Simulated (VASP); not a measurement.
# NaTbBr4 (C2) in VASP: relaxation of cell and atoms with PBE

Aim: the relaxation of cell and atoms of NaTbBr4 with PBE.

Program: VASP 6.6.1. These are calculated values, not measurements. Logs are shortened: lines on timing, memory, paths and dates and some standing lists are left out, and cuts for length are marked.

## 1. The cell of the first run

Symmetry: C2, No. 5, monoclinic system. The conventional cell has a = 8.200 Å, b = 6.875 Å, c = 8.205 Å, α = 90.00°, β = 114.73°, γ = 90.00°. Na (site symmetry 2) has 6 Br at 2.96 to 3.19 Å within 3.9 Å. Within 3.7 Å of Tb (site symmetry 2) lie 6 Br at 2.77 to 2.89 Å. Within 4.0 Å of Br (site symmetry 1) lie 2 Tb at 2.88 to 2.89 Å and 1 Na at 3.19 Å and 6 Br at 3.58 to 3.91 Å. Br (site symmetry 1) has 1 Tb at 2.77 Å and 2 Na at 2.96 to 3.00 Å and 3 Br at 3.61 to 3.83 Å within 3.9 Å.

## 2. Relaxation of cell and atoms, PBE

File INCAR:

```
SYSTEM = NaTbBr4
PREC     = Accurate       ! precision mode
ENCUT    = 500            ! plane-wave cutoff, eV
EDIFF    = 1E-7           ! SCF threshold, eV
ISMEAR   = 0              ! smearing method
SIGMA    = 0.02           ! smearing width, eV
LREAL    = .FALSE.        ! projectors in reciprocal space
LASPH    = .TRUE.         ! aspherical terms in the spheres
NELM     = 200            ! most SCF steps
ALGO     = Normal         ! electronic algorithm
ISIF     = 3              ! what is computed and relaxed
LWAVE    = .FALSE.        ! write WAVECAR
LCHARG   = .FALSE.        ! write CHGCAR
GGA      = PE             ! functional
IBRION   = 2              ! ionic algorithm
NSW      = 100            ! ionic steps
EDIFFG   = -0.01          ! ionic threshold
GGA_COMPAT= .FALSE.      
NELMIN   = 4            
LMAXMIX  = 6              ! l up to which the mixer works
```

File KPOINTS:

```
regular mesh
0
G
  6 6 4
  0 0 0
```

File POSCAR:

```
NaTbBr4
1.0
    4.1000078068     -3.4373903193      0.0000000000
    4.1000078068      3.4373903193      0.0000000000
   -3.4325856347      0.0000000000      7.4530098747
Na Tb Br
1 1 4
Direct
    0.9167547052      0.0832452948      0.5000000000
    0.5976909888      0.4023090112      0.0000000000
    0.0268206376      0.4926399919      0.8914281658
    0.5073600081      0.9731793624      0.1085718342
    0.9524671498      0.4939662329      0.3402744369
    0.5060337671      0.0475328502      0.6597255631
```

Potentials or basis: VASP PAW PBE potentials, release 64 (Na_pv, Tb_3, Br), 4f in core.

On the command line:

```console
cat potpaw_PBE.64/Na_pv/POTCAR potpaw_PBE.64/Tb_3/POTCAR potpaw_PBE.64/Br/POTCAR > POTCAR
mpirun -np 1 vasp_std > vasp.out
```

OUTCAR:

```text
SYSTEM = NaTbBr4
   PREC = Accurate
   ENCUT = 500
   EDIFF = 1E-7
   ISMEAR = 0
   LREAL = .FALSE.
   LASPH = .TRUE.
   NELM = 200
   ISIF = 3
   GGA = PE
   IBRION = 2
   NSW = 100
   EDIFFG = -0.01
   NELMIN = 4

 ion  position               nearest neighbor table
   1  0.917  0.083  0.500-
   2  0.598  0.402  0.000-   5 2.77   6 2.77   3 2.88   4 2.88   4 2.89   3 2.89
   3  0.027  0.493  0.891-   2 2.88   2 2.89
   4  0.507  0.973  0.109-   2 2.88   2 2.89
   5  0.952  0.494  0.340-   2 2.77
   6  0.506  0.048  0.660-   2 2.77

  LATTYP: Found a base centered monoclinic cell.
 ALAT       =     8.2000156136
 B/A-ratio  =     0.8383862864
 C/A-ratio  =     1.0006671178
 COS(beta)  =    -0.4183281330

  Lattice vectors:

 A1 = (   4.1000078068,  -3.4373903193,   0.0000000000)
 A2 = (   4.1000078068,   3.4373903193,   0.0000000000)
 A3 = (  -3.4325856347,   0.0000000000,   7.4530098747)

Analysis of symmetry for initial positions (statically):
=====================================================================
 Subroutine PRICEL returns:
 Original cell was already a primitive cell.

 Routine SETGRP: Setting up the symmetry group for a
 base centered monoclinic supercell.

 Subroutine GETGRP returns: Found  2 space group operations
 (whereof  2 operations were pure point group operations)
 out of a pool of  4 trial point group operations.

The static configuration has the point symmetry C_2 .

Analysis of symmetry for dynamics (positions and initial velocities):
=====================================================================
 Subroutine PRICEL returns:
 Original cell was already a primitive cell.

 Routine SETGRP: Setting up the symmetry group for a
 base centered monoclinic supercell.

 Subroutine GETGRP returns: Found  2 space group operations
 (whereof  2 operations were pure point group operations)
 out of a pool of  4 trial point group operations.

The dynamic configuration has the point symmetry C_2 .

 Subroutine INISYM returns: Found  2 space group operations
 (whereof  2 operations are pure point group operations),
 and found     1 'primitive' translations

----------------------------------------------------------------------------------------

                                     Primitive cell

  volume of cell :     210.0754

  direct lattice vectors                    reciprocal lattice vectors
     4.100007807 -3.437390319  0.000000000     0.121950987 -0.145459187  0.056166195
     4.100007807  3.437390319  0.000000000     0.121950987  0.145459187  0.056166195
    -3.432585635  0.000000000  7.453009875     0.000000000  0.000000000  0.134173980

  length of vectors
     5.350300573  5.350300573  8.205485990     0.197952165  0.197952165  0.134173980

  position of ions in fractional coordinates (direct lattice)
     0.916754705  0.083245295  0.500000000
     0.597690989  0.402309011  0.000000000
     0.026820638  0.492639992  0.891428166
     0.507360008  0.973179362  0.108571834
     0.952467150  0.493966233  0.340274437
     0.506033767  0.047532850  0.659725563

  ion indices of the primitive-cell ions
   primitive index   ion index
                 1           1
                 2           2
                 3           3
                 4           4
                 5           5
                 6           6

----------------------------------------------------------------------------------------

 KPOINTS: regular mesh

Automatic generation of k-mesh.
 Grid dimensions read from file:
 generate k-points for:    6    6    4

 Generating k-lattice:

  Cartesian coordinates                     Fractional coordinates (reciprocal lattice)
     0.020325165 -0.024243198  0.009361033     0.166666667  0.000000000  0.000000000
     0.020325165  0.024243198  0.009361033     0.000000000  0.166666667  0.000000000
     0.000000000  0.000000000  0.033543495     0.000000000  0.000000000  0.250000000

  Length of vectors
     0.032992028  0.032992028  0.033543495

  Shift w.r.t. Gamma in fractional coordinates (k-lattice)
     0.000000000  0.000000000  0.000000000

 Subroutine IBZKPT returns following result:
 ===========================================

 Found     47 irreducible k-points:

 Following reciprocal coordinates:
            Coordinates               Weight
  0.000000  0.000000  0.000000      1.000000
  0.166667  0.000000 -0.000000      4.000000
  0.333333  0.000000 -0.000000      4.000000
  0.500000  0.000000  0.000000      2.000000
  0.166667  0.166667  0.000000      2.000000
  0.333333  0.166667 -0.000000      4.000000
[... 16 lines left out ...]
 -0.333333  0.166667  0.250000      4.000000
 -0.166667  0.166667  0.250000      4.000000
 [... further k-points ...]
   k-points           NKPTS =     47   k-points in BZ     NKDIM =     47   number of bands    NBANDS=     26
   number of dos      NEDOS =    301   number of ions     NIONS =      6
   total plane-waves  NPLWV =  96000
   dimension x,y,z NGX =    40 NGY =   40 NGZ =   60
   dimension x,y,z NGXF=    80 NGYF=   80 NGZF=  120
   ions per type =               1   1   4
   NGX,Y,Z   is equivalent  to a cutoff of  12.43, 12.43, 12.16 a.u.
   NGXF,Y,Z  is equivalent  to a cutoff of  24.86, 24.86, 24.31 a.u.
 SYSTEM =  NaTbBr4
   PREC   = accura    normal or accurate (medium, high low for compatibility)
   ISTART =      0    job   : 0-new  1-cont  2-samecut
   ICHARG =      2    charge: 1-file 2-atom 10-const
   ISPIN  =      1    spin polarized calculation?
   LNONCOLLINEAR =      F non collinear calculations
   LSORBIT =      F    spin-orbit coupling
   LASPH  =      T    aspherical Exc in radial PAW
   ENCUT  =  500.0 eV  36.75 Ry    6.06 a.u.   9.75  9.75 14.96*2*pi/ulx,y,z
   NELM   =    200;   NELMIN=  4; NELMDL= -5     # of ELM steps
   EDIFF  = 0.1E-06   stopping-criterion for ELM
   LREAL  =      F    real-space projection
   EDIFFG = -.1E-01   stopping-criterion for IOM
   NSW    =    100    number of steps for IOM
   IBRION =      2    ionic relax: 0-MD 1-quasi-New 2-CG
   NFREE  =      1    steps in history (QN), initial steepest desc. (CG)
   ISIF   =      3    stress and relaxation
   ISYM   =      2    0-nonsym 1-usesym 2-fastsym
   POTIM  = 0.5000    time-step for ionic-motion
   TEBEG  =    0.0;   TEEND  =   0.0 temperature during run
   PSTRESS=    0.0 pullay stress
   NELECT =      44.0000    total number of electrons
   NUPDOWN=      -1.0000    fix difference up-down
   EMIN   =  10.00;   EMAX   =-10.00  energy-range for DOS
   EFERMI =   0.00;   METHOD = LEGACY
   ISMEAR =     0;   SIGMA  =   0.02  broadening in eV -4-tet -1-fermi 0-gaus
   EFERMI_NEDOS =   21; number of points for ismear=-14 and -15
   IALGO  =     38    algorithm
   IMIX   =      4    mixing-type and parameters
     AMIX     =   0.40;   BMIX     =  1.00
     AMIX_MAG =   1.60;   BMIX_MAG =  1.00
  volume/ion in A,a.u.               =      35.01       236.28
  Fermi-wavevector in a.u.,A,eV,Ry     =   0.972226  1.837241 12.860550  0.945224
  Thomas-Fermi vector in A             =   2.102507
   LORBIT       =      0    0 simple, 1 ext, 2 COOP (PROOUT), +10 PAW based schemes
   GGA     = PE    functional components
   LHFCALC =     F    Hartree Fock is set to
   AEXX    =    0.0000 exact exchange contribution
   IVDW    =     0    specifies the selected vdW correction
   LEPSILON=     F    determine dielectric tensor
   LRPA    =     F    only Hartree local field effects (RPA)
 conjugate gradient relaxation of ions
 non-spin polarized calculation
 Gauss-broadening in eV      SIGMA  =   0.02
  energy-cutoff  :      500.00
  volume of cell :      210.08
 maximum number of plane-waves:      5357
   NGX = 19   NGY = 19   NGZ = 29

--------------------------------------- Ionic step        1  -------------------------------------------

 number of electron      44.0000004 magnetization

 Free energy of the ion-electron system (eV)
  ---------------------------------------------------
  ext. energy  EPLUGINS =         0.00000000
  ---------------------------------------------------
  free energy    TOTEN  =       -22.83342881 eV

  energy without entropy =      -22.83342881  energy(sigma->0) =      -22.83342881

------------------------ aborting loop because EDIFF is reached ----------------------------------------

  FORCE on cell =-STRESS in cart. coord.  units (eV):
  Direction    XX          YY          ZZ          XY          YZ          ZX
  --------------------------------------------------------------------------------------
  -------------------------------------------------------------------------------------
  Total        0.1247652      0.0269675      0.1490740      0.0000000      0.0000000      0.0488860
  in kB        0.9515436      0.2056728      1.1369394      0.0000000      0.0000000      0.3728376
  external PRESSURE =       0.7647186 kB  Pullay stress =       0.0000000 kB
[... 145 lines left out ...]
  energy  without entropy=      -22.8337776005  energy(sigma->0) =      -22.83377760

--------------------------------------- Ionic step        5  -------------------------------------------

 number of electron      44.0000005 magnetization

 Free energy of the ion-electron system (eV)
  ---------------------------------------------------
  ext. energy  EPLUGINS =         0.00000000
  ---------------------------------------------------
  free energy    TOTEN  =       -22.83383288 eV

  energy without entropy =      -22.83383288  energy(sigma->0) =      -22.83383288

 E-fermi :  -0.7064     XC(G=0):  -7.4982

 val. band max:       -0.8378433886   @ k =   0.5000   0.5000  -0.0000
 cond. band min:       2.7886843495   @ k =   0.0000   0.0000   0.0000
 fundamental gap:      3.6265277381
 Fermi energy:        -0.7064128655

 k-point     1 :       0.0000    0.0000    0.0000
  band No.  band energies     occupation
      1     -22.9102      2.00000
      2     -22.9068      2.00000
      3     -22.8953      2.00000
      4     -22.7851      2.00000
      5     -22.7818      2.00000
      6     -22.6809      2.00000
[... 685 lines left out ...]
     25       3.5287      0.00000
     26       4.5055      0.00000

 [... further k-points ...]

------------------------ aborting loop because EDIFF is reached ----------------------------------------

  FORCE on cell =-STRESS in cart. coord.  units (eV):
  Direction    XX          YY          ZZ          XY          YZ          ZX
  --------------------------------------------------------------------------------------
  -------------------------------------------------------------------------------------
  Total        0.0200931      0.0199560     -0.0230199      0.0000000      0.0000000     -0.0166074
  in kB        0.1530945      0.1520503     -0.1753945      0.0000000      0.0000000     -0.1265364
  external PRESSURE =       0.0432501 kB  Pullay stress =       0.0000000 kB
[... 21 lines left out ...]
  FREE ENERGIE OF THE ION-ELECTRON SYSTEM (eV)
  ---------------------------------------------------
  free  energy   TOTEN  =       -22.8338328798 eV

  energy  without entropy=      -22.8338328798  energy(sigma->0) =      -22.83383288

 reached required accuracy - stopping structural energy minimisation
```

It took 6.2 min on 1 thread of AMD EPYC 9R45 (Zen 5), shared host; peak memory 0.45 GiB.

Results:

- Free energy: -22.8338 eV
- Relaxed volume: 35.05 Å³/atom
- Relaxed cell: a = 5.352 Å, b = 5.352 Å, c = 8.208 Å, α = 108.69°, β = 108.69°, γ = 79.86°
- Space group after relaxing (to 0.1 Å): C2 (No. 5)
- Energy gained by relaxing: 0.1 meV/atom
- Ionic steps: 5
- Pressure after relaxing: 0.0 GPa
- Largest force after relaxing: 0.010 eV/Å
- Band gap on the k mesh: 3.63 eV (least direct gap 3.80 eV)

Forces on the atoms (eV/Å):
```
Na   0.000 -0.003  0.000
Tb   0.000 -0.005  0.000
Br  -0.004  0.006  0.007
Br   0.004  0.006 -0.007
Br  -0.001 -0.001  0.006
Br   0.001 -0.001 -0.006
```

The path:
| step | energy change (eV) | largest force (eV/Å) | pressure (GPa) | volume (Å³) |
| --- | --- | --- | --- | --- |
| 1 | 0.0000 | 0.0470 | 0.08 | 210.08 |
| 2 | -0.0003 | 0.0134 | -0.02 | 210.58 |
| 3 | -0.0003 | 0.0133 | -0.02 | 210.57 |
| 4 | -0.0003 | 0.0114 | -0.01 | 210.47 |
| 5 | -0.0004 | 0.0098 | 0.00 | 210.28 |

Final structure:
```
Na Tb Br
1.0
     4.10439   -3.43518    0.00169
     4.10439    3.43518    0.00169
    -3.43319    0.00000    7.45566
Na Tb Br
1 1 4
Direct
  0.91692 0.08308 0.50000
  0.59729 0.40271 0.00000
  0.02701 0.49280 0.89176
  0.50720 0.97299 0.10824
  0.95299 0.49428 0.34077
  0.50572 0.04701 0.65923
```

Caveat: spin-orbit coupling is left out, which moves the levels of the heavy elements; the 4f electrons are frozen in the core, so they carry no moment and show no levels. Spin polarisation is off, so any magnetic state and its effect on volume and gap are missing.
